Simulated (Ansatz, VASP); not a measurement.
## Ge: VASP beside Ansatz

The input INCAR:

```
SYSTEM = Ge
PREC = Accurate
ENCUT = 520
EDIFF = 1E-6
ISMEAR = 0
SIGMA = 0.1
LREAL = .FALSE.
LASPH = .TRUE.
NELM = 80
ALGO = Normal
ISIF = 2
LWAVE = .FALSE.
LCHARG = .FALSE.
LDIPOL = .TRUE.
IDIPOL = 3
DIPOL = 0.5 0.5 0.415
GGA = PE
IVDW = 12
NBANDS = 36
```

KPOINTS

```
Automatic mesh
0
G
  9 9 1
  0 0 0
```

The input POSCAR:

```
Ge
1.0
    4.0226895460      0.0000000000      0.0000000000
   -2.0113447730      3.4837513384      0.0000000000
    0.0000000000      0.0000000000     18.8685220369
Ge
4
Direct
    0.3333333333      0.6666666667      0.2747571330
    0.6666666667      0.3333333333      0.2384924474
    0.5555555556      0.4444444444      0.5919129233
    0.8888888889      0.1111111111      0.5556482377
```

Input for Ansatz:

```yaml
crystal:
  lattice:
    - [4.022689546, 0.0, 0.0]
    - [-2.011344773, 3.4837513384, 0.0]
    - [0.0, 0.0, 18.8685220369]
  atoms:
    - { symbol: Ge, position: [0.3333333333, 0.6666666667, 0.274757133] }
    - { symbol: Ge, position: [0.6666666667, 0.3333333333, 0.2384924474] }
    - { symbol: Ge, position: [0.5555555556, 0.4444444444, 0.5919129233] }
    - { symbol: Ge, position: [0.8888888889, 0.1111111111, 0.5556482377] }
basis:
  ecutwfc: 420
kpoints:
  mp_grid: { grid: [9, 9, 1] }
hamiltonian:
  xc: pbe
  pseudopotentials: { kind: paw, azcp: { folder: soft_1 } }
  dispersion: d3bj
scf:
  occupations: { method: gaussian, width: 0.1 }
output:
  forces: true
  eigenvalues: true
efield:
  axis: 3
  dipole_correction: true
  ramp_width: 0.04
```

Alike in both runs: task single point; functional PBE; dispersion D3(BJ); k mesh 9 × 9 × 1; occupations gaussian, width 0.1 eV; no spin polarisation.

```csv
,VASP,Ansatz
version,VASP 6.6.1,Ansatz 0.2.0
potentials or method,"VASP PAW PBE potentials, release 64 (Ge_d), cutoff 520 eV","scalar-relativistic, plane waves, PAW"
valence electrons in the cell,56,56
```

```csv
,VASP,Ansatz,Ansatz less VASP
gap on the k mesh at the Fermi level (eV),0.07,0.07,0.000
least direct gap on the mesh (eV),0.07,0.07,0.000
rms of the force components (eV/Å),0.018,0.018,0.0000
```

Atom by atom the forces differ by 0.000 eV/Å (rms over components).
